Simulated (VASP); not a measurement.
A run of VASP 6.6.1:

Contents of POSCAR:

```
NaCl
1.0
    2.8976358949      0.0000000000      0.0000000000
    0.0000000000      2.8976358949      0.0000000000
    0.0000000000      0.0000000000      2.8976358949
Na Cl
1 1
Direct
    0.0000000000      0.0000000000      0.0000000000
    0.5000000000      0.5000000000      0.5000000000
```

Contents of INCAR.step1:

```
SYSTEM = NaCl
PREC = Accurate
ENCUT = 440
ISMEAR = -1
SIGMA = 0.02
LREAL = .FALSE.
LASPH = .TRUE.
NELM = 120
NBANDS = 14
GGA = PE
ALGO = Normal
EDIFF = 1E-5
LWAVE = .TRUE.
LCHARG = .FALSE.
GGA_COMPAT = .FALSE.
```

INCAR.step2

```
SYSTEM = NaCl
PREC = Accurate
ENCUT = 440
EDIFF = 1E-8
ISMEAR = -1
SIGMA = 0.02
LREAL = .FALSE.
LASPH = .TRUE.
NELM = 120
ALGO = Normal
ISIF = 2
LWAVE = .FALSE.
LCHARG = .FALSE.
METAGGA = R2SCAN
LMIXTAU = .TRUE.
LEFG = .TRUE.
NBANDS = 14
ISTART = 1
GGA_COMPAT = .FALSE.
```

File KPOINTS:

```
regular mesh
0
G
  8 8 8
  0 0 0
```

Potentials or basis: VASP PAW PBE potentials, release 64 (Na_pv, Cl).

The run is started by

```console
$ cat potpaw_PBE.64/Na_pv/POTCAR potpaw_PBE.64/Cl/POTCAR > POTCAR
$ cp INCAR.step1 INCAR
$ mpirun -np 1 vasp_std > vasp.out
$ cp INCAR.step2 INCAR
$ mpirun -np 1 vasp_std > vasp.out
```

Hardware: 1 thread of AMD EPYC 7R43 64-Core Processor (Zen 3) (shared host).

Q: Estimate the wall time of this run.

A: Wall time 72 s on 1 thread of AMD EPYC 7R43 64-Core Processor (Zen 3) (shared host), peak memory 0.09 GiB. Counts: k points 35.
